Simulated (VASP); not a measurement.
**ZnO (zincite): single point with BLYP+D3(BJ)**

The system is ZnO (zincite).

```
Zn O
1.0
     3.22750    0.00000    0.00000
    -1.61375    2.79510    0.00000
     0.00000    0.00000    5.17077
Zn O
2 2
Direct
  0.66667 0.33333 0.00000
  0.33333 0.66667 0.50000
  0.33333 0.66667 0.87901
  0.66667 0.33333 0.37901
```

- Program: VASP 6.6.1
- Task: single point
- Functional: BLYP
- Dispersion: D3(BJ)
- Potentials or basis: VASP PAW PBE potentials, release 64 (Zn, O)
- Cutoff: 520 eV
- k mesh: 9 × 9 × 5
- Occupations: fermi-dirac, width 0.05 eV
- Spin: no spin polarisation

| Property | Result |
| --- | --- |
| Pressure | 7.1 GPa |
| Largest force | 0.076 eV/Å |
| Band gap on the k mesh | 1.00 eV, direct |
| Dispersion energy per atom | -0.490 eV |

Forces in eV/Å, atoms in the order of the input:
```
Zn   0.000  0.000 -0.076
Zn   0.000  0.000 -0.076
O    0.000  0.000  0.076
O    0.000  0.000  0.076
```

Stress tensor (GPa, compression positive):
```
6.30 0.00 0.00
0.00 6.30 0.00
0.00 0.00 8.62
```

Levels at points of the mesh, in eV from the valence-band top:
```tsv
k point	band 15	band 16	band 17	band 18	band 19	band 20	band 21	band 22
(0.00, 0.00, 0.00)	-0.83	-0.07	0.00	0.00	1.00	5.37	8.51	12.99
```

It took 22 s on 1 thread of Intel(R) Xeon(R) 6975P-C (Granite Rapids) (shared host), peak memory 0.19 GiB.

Caveat: the PAW data sets were made with another functional, which shifts forces and pressure a little. BLYP gaps usually lie below the measured ones, often by a third to a half.
